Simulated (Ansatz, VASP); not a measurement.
CuI in VASP and in Ansatz

POSCAR

```
CuI
1.0
    0.0000000000      3.0315000000      3.0315000000
    3.0315000000      0.0000000000      3.0315000000
    3.0315000000      3.0315000000      0.0000000000
Cu I
1 1
Direct
    0.7500000000      0.7500000000      0.7500000000
    0.0000000000      0.0000000000      0.0000000000
```

INCAR.step1

```
SYSTEM = CuI
PREC = Accurate
ENCUT = 520
ISMEAR = 0
SIGMA = 0.05
LREAL = .FALSE.
LASPH = .TRUE.
NELM = 100
NBANDS = 16
GGA = PE
ALGO = Normal
EDIFF = 1E-4
LWAVE = .TRUE.
LCHARG = .FALSE.
```

File INCAR.step2:

```
SYSTEM = CuI
PREC = Accurate
ENCUT = 520
EDIFF = 1E-7
ISMEAR = 0
SIGMA = 0.05
LREAL = .FALSE.
LASPH = .TRUE.
NELM = 100
ALGO = Normal
ISIF = 2
LWAVE = .FALSE.
LCHARG = .FALSE.
METAGGA = R2SCAN
LMIXTAU = .TRUE.
NBANDS = 16
ISTART = 1
```

The input KPOINTS:

```
regular mesh
0
G
  8 8 8
  0 0 0
```

Input for Ansatz:

```yaml
crystal:
  lattice:
    - [0.0, 3.0315, 3.0315]
    - [3.0315, 0.0, 3.0315]
    - [3.0315, 3.0315, 0.0]
  atoms:
    - { symbol: Cu, position: [0.75, 0.75, 0.75] }
    - { symbol: I, position: [0.0, 0.0, 0.0] }
basis:
  ecutwfc: 500
kpoints:
  mp_grid: { grid: [8, 8, 8] }
hamiltonian:
  xc: r2scan
scf:
  occupations: { method: gaussian, width: 0.05 }
output:
  forces: true
  stress: true
  eigenvalues: true
```

Alike in both runs: task single point; functional r2SCAN; k mesh 8 × 8 × 8; occupations gaussian, width 0.05 eV; no spin polarisation.

```csv
,VASP,Ansatz
version,VASP 6.6.1,Ansatz 0.2.0
potentials or method,"VASP PAW PBE potentials, release 64 (Cu, I), cutoff 520 eV","scalar-relativistic, plane waves, PAW"
valence electrons in the cell,18,36
```

```tsv
	VASP	Ansatz	Ansatz less VASP
gap on the k mesh at the Fermi level (eV)	1.61	1.61	-0.004
least direct gap on the mesh (eV)	1.61	1.61	-0.004
pressure (GPa)	-0.9	-0.8	+0.03
```

VASP's potentials were made for PBE, not for r2SCAN. VASP's potentials hold 18 valence electrons a cell and Ansatz's 36, so a difference there can come from the potentials and not from the codes.

Spin-orbit coupling is off throughout.
